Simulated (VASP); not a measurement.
# KF: single point with LDA

Crystal: KF.

```
K F
1.0
     0.00000    2.58172    2.87216
     2.49136    0.00000    2.87216
     2.49136    2.58172    0.00000
K F
1 1
Direct
  0.00000 0.00000 0.00000
  0.50000 0.50000 0.50000
```

This cell differs from its parent crystal: normal strain along x -0.0350, normal strain along z +0.1125.

| Property | Result |
| --- | --- |
| Program | VASP 6.6.1 |
| Task | single point |
| Functional | LDA |
| Potentials or basis | VASP PAW LDA potentials, release 64 (K_sv, F) |
| Cutoff | 520 eV |
| k mesh | 8 × 8 × 8 |
| Occupations | gaussian, width 0.05 eV |
| Spin | no spin polarisation |
| Dipole correction | no |
| Further INCAR settings | ALGO = Normal; EDIFF = 1e-07; NBANDS = 15 |

| Property | Result |
| --- | --- |
| Pressure | -1.0 GPa |
| Band gap on the k mesh | 5.73 eV, direct |

Stress tensor (GPa, compression positive):
```
 2.58  0.00  0.00
 0.00 -0.66  0.00
 0.00  0.00 -4.80
```

Levels at points of the mesh, in eV from the valence-band top:
| k point | band 4 | band 5 | band 6 | band 7 | band 8 | band 9 | band 10 | band 11 | band 12 | band 13 |
| --- | --- | --- | --- | --- | --- | --- | --- | --- | --- | --- |
| (0.00, 0.00, 0.00) | -9.09 | -9.06 | -0.24 | -0.10 | 0.00 | 5.73 | 10.03 | 10.73 | 10.94 | 11.79 |
| (0.50, 0.00, 0.00) | -9.16 | -9.01 | -1.03 | -0.57 | -0.54 | 8.72 | 10.26 | 11.74 | 12.49 | 14.20 |
| (0.50, 0.50, 0.00) | -9.27 | -9.21 | -0.51 | -0.14 | -0.03 | 8.12 | 10.25 | 10.73 | 13.75 | 14.21 |
| (0.50, 0.00, 0.50) | -9.48 | -9.27 | -0.30 | -0.25 | -0.02 | 7.82 | 10.15 | 11.69 | 13.61 | 13.64 |
| (0.00, 0.50, 0.50) | -9.48 | -9.33 | -0.31 | -0.13 | -0.11 | 7.64 | 10.28 | 12.02 | 13.64 | 13.76 |

Run time: 24 s on 1 thread of Intel(R) Xeon(R) 6975P-C (Granite Rapids), on a shared host, peak memory 0.17 GiB.

Caveat: the cell differs from its parent crystal (normal strain along x -0.0350, normal strain along z +0.1125). A k mesh can miss the band edges.
